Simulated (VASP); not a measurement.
Write the native input for VASP 6.6.1 that does the following.

| Property | Result |
| --- | --- |
| Task | single point |
| Functional | LDA |
| Potentials or basis | VASP PAW LDA potentials, release 64 (V_sv) |
| Cutoff | 520 eV |
| k mesh | 15 × 15 × 15 |
| Occupations | fermi-dirac, width 0.1 eV |
| Spin | no spin polarisation |
| Dipole correction | no |
| Further INCAR settings | ALGO = Normal; EDIFF = 1e-06; NBANDS = 12 |

The structure of V lies in POSCAR:

```
V
1.0
   -1.4636513663      1.4636513663      1.4636513663
    1.4636513663     -1.4636513663      1.4636513663
    1.4636513663      1.4636513663     -1.4636513663
V
1
Direct
    0.0000000000      0.0000000000      0.0000000000
```

One way to write it, as run:

INCAR

```
PREC = Accurate ; ENCUT = 520
EDIFF = 1E-6 ; ISMEAR = -1
SIGMA = 0.1 ; LREAL = False
LASPH = True ; NELM = 80
ALGO = Normal ; ISIF = 2
LWAVE = False ; LCHARG = True
GGA = CA ; LELF = True
LVHAR = True ; NBANDS = 12
```

KPOINTS

```
Automatic mesh
0
Gamma
  15 15 15
```

Potentials or basis: VASP PAW LDA potentials, release 64 (V_sv).

Launch:

```bash
$ cat potpaw_LDA.64/V_sv/POTCAR > POTCAR
$ mpirun -np 1 vasp_std > vasp.out
```

Results of the run:

| Item | Value |
| --- | --- |
| Pressure | 0.5 GPa |

Wall time 8.5 s on 1 thread of AMD EPYC 9R45 96-Core Processor (Zen 5), with other jobs on the host, peak memory 0.1 GiB.
